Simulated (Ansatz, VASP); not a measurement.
## Two plane-wave programs on HfC

The input INCAR:

```
ALGO     = Normal         # electronic algorithm
EDIFF    = 1E-6           # SCF threshold, eV
ENCUT    = 520            # plane-wave cutoff, eV
GGA      = PS             # functional
ISIF     = 2              # what is computed and relaxed
ISMEAR   = 0              # smearing method
LASPH    = True           # aspherical terms in the spheres
LCHARG   = False          # write CHGCAR
LREAL    = False          # projectors in reciprocal space
LWAVE    = False          # write WAVECAR
NBANDS   = 14             # bands
NELM     = 60             # most SCF steps
PREC     = Accurate       # precision mode
SIGMA    = 0.15           # smearing width, eV
```

Contents of KPOINTS:

```
k-points
0
Gamma
  18 18 18
```

POSCAR

```
HfC
1.0
    0.0435937500      2.3250000000      2.3250000000
    2.3685937500      0.0000000000      2.3685937500
    2.3250000000      2.3250000000      0.0435937500
Hf C
1 1
Direct
    0.5000000000      0.5000000000      0.5000000000
    0.0000000000      0.0000000000      0.0000000000
```

Input for Ansatz:

```yaml
crystal:
  lattice:
    - [0.04359375, 2.325, 2.325]
    - [2.36859375, 0.0, 2.36859375]
    - [2.325, 2.325, 0.04359375]
  atoms:
    - { symbol: Hf, position: [0.5, 0.5, 0.5] }
    - { symbol: C, position: [0.0, 0.0, 0.0] }
basis:
  ecutwfc: 420
kpoints:
  mp_grid: { grid: [18, 18, 18] }
hamiltonian:
  xc: pbesol
scf:
  occupations: { method: gaussian, width: 0.15 }
output:
  forces: true
  stress: true
  eigenvalues: true
```

Change from the starting cell: strain +0.0375 x Voigt [0, 0, 0, 0, 1, 0], atoms carried along.

Alike in both runs: task single point; functional PBEsol; k mesh 18 × 18 × 18; occupations gaussian, width 0.15 eV; no spin polarisation.

|  | VASP | Ansatz |
| --- | --- | --- |
| version | VASP 6.6.1 | Ansatz 0.2.0 |
| potentials or method | VASP PAW PBE potentials, release 64 (Hf_pv, C), cutoff 520 eV | scalar-relativistic, plane waves, PAW |
| valence electrons in the cell | 14 | 30 |

VASP gave:

* gap on the k mesh at the Fermi level (eV): none
* pressure (GPa): -6.9
* traceless stress, the component that is largest in VASP (GPa): -6.35

Question: What did Ansatz give for the same quantities?

Answer: gap on the k mesh at the Fermi level (eV): none; pressure (GPa): -6.5; traceless stress, the component that is largest in VASP (GPa): -6.34.

VASP's potentials were made for PBE, not for PBEsol. A gap of «none» marks a metal or a gap that the smearing closes. VASP's potentials hold 14 valence electrons a cell and Ansatz's 30, so a difference there can come from the potentials and not from the codes.

Neither program's run includes spin-orbit coupling.
